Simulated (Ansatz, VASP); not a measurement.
**Cu in VASP and in Ansatz**

File INCAR:

```
SYSTEM = Cu
PREC = Accurate ; ENCUT = 520
EDIFF = 1E-7 ; ISMEAR = -1
SIGMA = 0.08 ; LREAL = .False.
LASPH = .True. ; NELM = 80
ALGO = Normal ; ISIF = 2
LWAVE = .False. ; LCHARG = .False.
GGA = PS ; NBANDS = 12
```

Contents of KPOINTS:

```
regular mesh
0
Gamma
  20 20 20
  0 0 0
```

File POSCAR:

```
Cu
1.0
    0.0000000000      1.6402750464      1.6402750464
    1.6402750464      0.0000000000      1.6402750464
    1.6402750464      1.6402750464      0.0000000000
Cu
1
Direct
    0.0000000000      0.0000000000      0.0000000000
```

Input for Ansatz:

```yaml
crystal:
  lattice:
    - [0.0, 1.6402750464, 1.6402750464]
    - [1.6402750464, 0.0, 1.6402750464]
    - [1.6402750464, 1.6402750464, 0.0]
  atoms:
    - { symbol: Cu, position: [0.0, 0.0, 0.0] }
kpoints:
  mp_grid: { grid: [20, 20, 20] }
scf:
  occupations: { method: fermi_dirac, width: 0.08 }
hamiltonian:
  xc: pbesol
  pseudopotentials: { kind: all_electron, lapw: { basis_error: 0.001 } }
output:
  forces: true
  stress: true
  eigenvalues: true
  populations: true
```

Change from the starting cell: volume scaled by 0.78, LAPW.

Alike in both runs: task single point; functional PBEsol; k mesh 20 × 20 × 20; occupations fermi-dirac, width 0.08 eV; no spin polarisation.

```csv
,VASP,Ansatz
version,VASP 6.6.1,Ansatz 0.2.0
potentials or method,"VASP PAW PBE potentials, release 64 (Cu), cutoff 520 eV","all-electron LAPW, scalar-relativistic"
```

Ansatz gave:

```
pressure (GPa) : 77.3
```

Estimate VASP's values.

pressure (GPa): 78.1.

VASP's potentials were made for PBE, not for PBEsol. Both programs put the cell under a high pressure, so it lies far from rest at this level. Ansatz ran all-electron here, and VASP with PAW potentials.

Noted on VASP's run: the cell as given lies far from equilibrium.
